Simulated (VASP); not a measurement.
A run of VASP 6.6.1 is set up as follows.

The input INCAR:

```
ALGO     = Normal         # electronic algorithm
EDIFF    = 1E-6           # SCF threshold, eV
ENCUT    = 520            # plane-wave cutoff, eV
GGA      = PE             # functional
ISIF     = 2              # what is computed and relaxed
ISMEAR   = -1             # smearing method
LASPH    = T              # aspherical terms in the spheres
LCHARG   = T              # write CHGCAR
LELF     = T              # ELF
LREAL    = F              # projectors in reciprocal space
LVHAR    = T            
LWAVE    = F              # write WAVECAR
NBANDS   = 12             # bands
NELM     = 60             # most SCF steps
PREC     = Accurate       # precision mode
SIGMA    = 0.05           # smearing width, eV
```

KPOINTS

```
k-points
0
Gamma
  9 9 9
```

POSCAR

```
Au
1.0
    0.0000000000      2.0350000000      2.0553500000
    2.0350000000      0.0000000000      2.0553500000
    2.0350000000      2.0350000000      0.0000000000
Au
1
Direct
    0.0000000000      0.0000000000      0.0000000000
```

Potentials or basis: VASP PAW PBE potentials, release 64 (Au).

Run with:

```sh
$ cat potpaw_PBE.64/Au/POTCAR > POTCAR
$ mpirun -np 1 vasp_std > vasp.out
```

Task: Predict the pressure.

Result: 8.5 GPa.

Stress tensor (GPa, compression positive):
```
8.63 0.00 0.00
0.00 8.63 0.00
0.00 0.00 8.20
```
